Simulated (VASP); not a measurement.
SnSe2:

```
CELL_PARAMETERS angstrom
2.97361 0.00000 0.00000
0.00000 2.97361 0.00000
0.00000 0.00000 8.35171
ATOMIC_POSITIONS crystal
Sn 0.00000 0.00000 0.00000
Se 0.00000 0.00000 0.67245
Se 0.00000 0.00000 0.32755
```

The cell was built from a structure type or drawn by symmetry, and may not be a known phase.

* Program: VASP 6.6.1
* Task: relaxation of cell and atoms
* Functional: PBE
* Potentials or basis: VASP PAW PBE potentials, release 64 (Sn_d, Se)
* Cutoff: 600 eV
* k mesh: 6 × 6 × 2
* Occupations: gaussian, width 0.1 eV
* Spin: no spin polarisation

At the start: pressure 1.8 GPa; volume 24.62 Å³/atom.

Task: Where does the relaxation end?

Result: Over 17 steps the energy falls by 24.2 meV/atom and the volume is 25.57 Å³/atom (+3.9 %); space group P4/mmm (No. 123, to 0.1 Å) before and after.

Step by step:
| step | energy change (eV) | largest force (eV/Å) | pressure (GPa) | volume (Å³) |
| --- | --- | --- | --- | --- |
| 1 | 0.0000 | 0.3971 | 1.84 | 73.85 |
| 2 | -0.0189 | 0.1574 | -0.81 | 76.92 |
| 3 | -0.0200 | 0.1988 | -0.36 | 76.30 |
| 4 | -0.0261 | 0.1963 | -0.26 | 76.07 |
| 5 | -0.0412 | 0.1257 | 0.24 | 75.37 |
| 6 | -0.0556 | 0.0896 | 1.97 | 73.96 |
| 7 | -0.0529 | 0.1703 | 0.88 | 74.77 |
| 8 | -0.0588 | 0.1067 | 1.36 | 74.36 |
| 9 | -0.0590 | 0.0369 | 1.60 | 74.20 |
| 10 | -0.0592 | 0.0665 | 1.51 | 74.26 |
| 11 | -0.0611 | 0.0163 | 1.49 | 74.38 |
| 12 | -0.0623 | 0.0543 | 1.51 | 74.56 |
| 13 | -0.0649 | 0.0405 | 1.29 | 74.87 |
| 14 | -0.0705 | 0.0028 | 0.64 | 75.80 |
| 15 | -0.0700 | 0.0419 | -0.70 | 77.69 |
| 16 | -0.0723 | 0.0278 | 0.01 | 76.67 |
| 17 | -0.0725 | 0.0213 | 0.00 | 76.72 |

Final structure:
```cif
data_structure
_symmetry_space_group_name_H-M 'P 1'
_symmetry_Int_Tables_number 1
_cell_length_a 3.0422
_cell_length_b 3.0422
_cell_length_c 8.2892
_cell_angle_alpha 90.000
_cell_angle_beta 90.000
_cell_angle_gamma 90.000
_cell_volume 76.72
loop_
_atom_site_label
_atom_site_type_symbol
_atom_site_fract_x
_atom_site_fract_y
_atom_site_fract_z
_atom_site_occupancy
Sn1 Sn 0.00000 0.00000 0.00000 1
Se1 Se 0.00000 0.00000 0.65680 1
Se2 Se 0.00000 0.00000 0.34320 1
```

Caveat: the k points lie up to 0.38 Å⁻¹ apart in the final cell, too coarse for converged energies and pressures of a metal.
